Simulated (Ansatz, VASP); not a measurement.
# NbRu3: VASP beside Ansatz

```
Nb Ru
1.0
     3.82756    0.00000    0.00000
     0.00000    3.82756    0.00000
     0.00000    0.00000    3.82756
Nb Ru
1 3
Direct
  0.00000 0.00000 0.00000
  0.00000 0.50000 0.50000
  0.50000 0.00000 0.50000
  0.50000 0.50000 0.00000
```

Change from the starting cell: volume scaled by 0.96, PAW files.

Alike in both runs: task electric field gradients; functional LDA; k mesh 9 × 9 × 9; occupations fermi-dirac, width 0.05 eV; no spin polarisation.

|  | VASP | Ansatz |
| --- | --- | --- |
| version | VASP 6.6.1 | Ansatz 0.2.0 |
| potentials or method | VASP PAW LDA potentials, release 64 (Nb_sv, Ru_pv) | PAW with Ansatz's default frozen-core files, scalar-relativistic |
| plane-wave cutoff (eV) | 520 | 420 |
| valence electrons in the cell | 55 | 61 |

Ansatz gave:

```
pressure (GPa)                                       : 0.1
size of Vzz on the site where it differs most (V/Å²) : 10.8
```

Problem. Estimate VASP's values.

Solution. Pressure (GPa): 0.7; size of Vzz on the site where it differs most (V/Å²): 19.9.

LDA's correlation is that of Perdew and Zunger in VASP and of Perdew and Wang (1992) in Ansatz. VASP's potentials hold 55 valence electrons a cell and Ansatz's 61, so a difference there can come from the potentials and not from the codes.
